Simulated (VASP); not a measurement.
Runs of VASP 6.6.1 on Mo. The structure is that of space group P6/mmm (No. 191), or close to it. The cells are those of the table. 

```tsv
cell	gap on the mesh (eV)	pressure (GPa)
a = 2.777, b = 2.777, c = 2.517 Å, angles 90.0, 90.0, 120.0°, 1 atom	none	(b)
a = 2.818, b = 2.818, c = 2.594 Å, angles 90.0, 90.0, 120.0°, 1 atom	none	-16.8
a = 2.777, b = 2.777, c = 2.594 Å, angles 90.0, 90.0, 120.0°, 1 atom	none	-11.9
a = 2.694, b = 2.694, c = 2.632 Å, angles 90.0, 90.0, 120.0°, 1 atom	none	-2.3
a = 2.694, b = 2.694, c = 2.594 Å, angles 90.0, 90.0, 120.0°, 1 atom	none	(a)
a = 2.777, b = 2.777, c = 2.555 Å, angles 90.0, 90.0, 120.0°, 1 atom	none	-9.3
a = 2.736, b = 2.736, c = 2.479 Å, angles 90.0, 90.0, 120.0°, 1 atom	none	3.7
a = 2.818, b = 2.818, c = 2.555 Å, angles 90.0, 90.0, 120.0°, 1 atom	none	-14.4
a = 2.818, b = 2.818, c = 2.632 Å, angles 90.0, 90.0, 120.0°, 1 atom	none	-19.0
a = 2.818, b = 2.818, c = 2.479 Å, angles 90.0, 90.0, 120.0°, 1 atom	none	-8.5
```

Alike in all rows: task single point; level PBEsol; potentials or basis VASP PAW PBE potentials, release 64 (Mo_sv); no spin polarisation; k mesh 18 × 18 × 18; cutoff (eV) 520; smearing gaussian 0.15 eV.

Task: Fill in the values left out.

Result: (a) 0.6; (b) -6.3.

Caveats: the PAW data sets were made with another functional, which shifts forces and pressure a little.

A k mesh can miss the band edges, and the runs leave out spin-orbit coupling on Mo.

A gap of «none» marks levels without a gap at the run's occupations.
